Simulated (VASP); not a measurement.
Wanted: the native input for a VASP 6.6.1 run.

```
Task                   : single point
Functional             : LDA
Potentials or basis    : VASP PAW LDA potentials, release 64 (Cd)
Cutoff                 : 520 eV
k mesh                 : 9 × 9 × 9
Occupations            : methfessel-paxton, width 0.05 eV
Spin                   : no spin polarisation
Dipole correction      : no
Further INCAR settings : ALGO = Normal; EDIFF = 1e-07; NBANDS = 12
```

The structure of Cd lies in POSCAR:

```
Cd
1.0
   -1.7136145737      1.7136145737      1.7136145737
    1.7136145737     -1.7136145737      1.7136145737
    1.7136145737      1.7136145737     -1.7136145737
Cd
1
Direct
    0.0000000000      0.0000000000      0.0000000000
```

These files were run (other wordings do the same):

INCAR

```
SYSTEM = Cd
  ALGO = Normal
  EDIFF = 1E-7
  ENCUT = 520
  GGA = CA
  ISIF = 2
  ISMEAR = 1
  LASPH = .TRUE.
  LCHARG = .FALSE.
  LREAL = .FALSE.
  LWAVE = .FALSE.
  NBANDS = 12
  NELM = 80
  PREC = Accurate
  SIGMA = 0.05
```

KPOINTS

```
k-points
0
G
  9 9 9
  0 0 0
```

Potentials or basis: VASP PAW LDA potentials, release 64 (Cd).

Command:

```console
$ cat potpaw_LDA.64/Cd/POTCAR > POTCAR
$ mpirun -np 1 vasp_std > vasp.out
```

It gave:

```
Pressure               : 0.7 GPa
Band gap on the k mesh : zero (band 6 reaches 5.49 eV, above the bottom of band 7 at 2.64 eV)
```

It took 4 s on 1 thread of Intel(R) Xeon(R) Platinum 8488C (Sapphire Rapids), with other jobs on the host, peak memory 0.13 GiB.
